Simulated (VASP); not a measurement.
Input of a VASP 6.6.1 run:

Contents of INCAR:

```
SYSTEM = Tl
PREC     = Accurate       ! precision mode
ENCUT    = 520            ! plane-wave cutoff, eV
EDIFF    = 1E-6           ! SCF threshold, eV
ISMEAR   = 0              ! smearing method
SIGMA    = 0.15           ! smearing width, eV
LREAL    = .False.        ! projectors in reciprocal space
LASPH    = .True.         ! aspherical terms in the spheres
NELM     = 100            ! most SCF steps
ALGO     = Normal         ! electronic algorithm
ISIF     = 2              ! what is computed and relaxed
LWAVE    = .False.        ! write WAVECAR
LCHARG   = .False.        ! write CHGCAR
GGA      = CA             ! functional
NBANDS   = 12             ! bands
```

File KPOINTS:

```
Automatic mesh
0
Gamma
  16 16 16
  0 0 0
```

POSCAR

```
Tl
1.0
    0.0000000000      2.3430241714      2.5279997638
    2.3430241714      0.0000000000      2.5279997638
    2.3430241714      2.3430241714      0.0000000000
Tl
1
Direct
    0.0000000000      0.0000000000      0.0000000000
```

Potentials or basis: VASP PAW LDA potentials, release 64 (Tl_d).

Launch:

```sh
$ cat potpaw_LDA.64/Tl_d/POTCAR > POTCAR
$ mpirun -np 1 vasp_std > vasp.out
```

What does it give for the pressure?

-0.9 GPa.

Stress tensor (GPa, compression positive):
```
-0.91  0.00  0.00
 0.00 -0.91  0.00
 0.00  0.00 -1.00
```

Caveat: the cell differs from its parent crystal (strain -0.050 along x and y, +0.025 along z).
